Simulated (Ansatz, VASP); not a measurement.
## Two plane-wave programs on Cd

```
Cd
1.0
     1.60803    0.92840    2.44929
    -1.60803    0.92840    2.44929
     0.00000   -1.85679    2.44929
Cd
1
Direct
  0.00000 0.00000 0.00000
```

Alike in both runs: functional PBE; k mesh 10 × 10 × 10; occupations tetrahedron; no spin polarisation.

|  | VASP | Ansatz |
| --- | --- | --- |
| version | VASP 6.6.1 | Ansatz 0.2.0 |
| potentials or method | VASP PAW PBE potentials, release 64 (Cd) | Ansatz PAW earlier set |
| plane-wave cutoff (eV) | 500 | 520 |
| valence electrons in the cell | 12 | 20 |
| task | single point | atomic charges |

Ansatz gave:

- gap on the k mesh at the Fermi level (eV): none
- pressure (GPa): 1.9
- traceless stress, the component that is largest in VASP (GPa): -0.59

Problem. What did VASP give for the same quantities?

Solution. gap on the k mesh at the Fermi level (eV): none; pressure (GPa): 2.1; traceless stress, the component that is largest in VASP (GPa): -0.54.

A gap of «none» marks a metal or a gap that the smearing closes. VASP's potentials hold 12 valence electrons a cell and Ansatz's 20, so a difference there can come from the potentials and not from the codes.
